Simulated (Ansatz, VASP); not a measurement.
**One calculation of Al3BN2, two programs**

```
Al B N
1.0
     5.36305    0.00000    0.00000
    -2.68153    4.64454    0.00000
     0.00000    0.00000    3.47228
Al B N
3 1 2
Direct
  0.83761 0.16239 0.41863
  0.83761 0.67522 0.41863
  0.32478 0.16239 0.41863
  0.00000 0.00000 0.91849
  0.33333 0.66667 0.08619
  0.33333 0.66667 0.75733
```

Alike in both runs: functional PBE; k mesh 3 × 3 × 3; occupations gaussian, width 0.15 eV; no spin polarisation.

Ansatz relaxed the structure, and its values are those at the end. VASP's run is a single point on that final structure, the one shown.

|  | VASP | Ansatz |
| --- | --- | --- |
| version | VASP 6.6.1 | Ansatz 0.2.0 |
| potentials or method | VASP PAW PBE potentials, release 64 (Al, B, N), cutoff 600 eV | scalar-relativistic, plane waves, PAW |
| valence electrons in the cell | 22 | 22 |

|  | VASP | Ansatz | Ansatz less VASP |
| --- | --- | --- | --- |
| gap on the k mesh at the Fermi level (eV) | none | none | - |
| pressure (GPa) | 0.8 | 0.2 | -0.55 |
| rms of the force components (eV/Å) | 0.307 | 0.017 | -0.2900 |

A gap of «none» marks a metal or a gap that the smearing closes. One of these differences is far larger than is usual between the two programs; its cause wasn't traced.

The k mesh is coarse, so the values compare programs but aren't converged. Noted on VASP's run: the standard files for N, O and F lose accuracy on very short bonds.
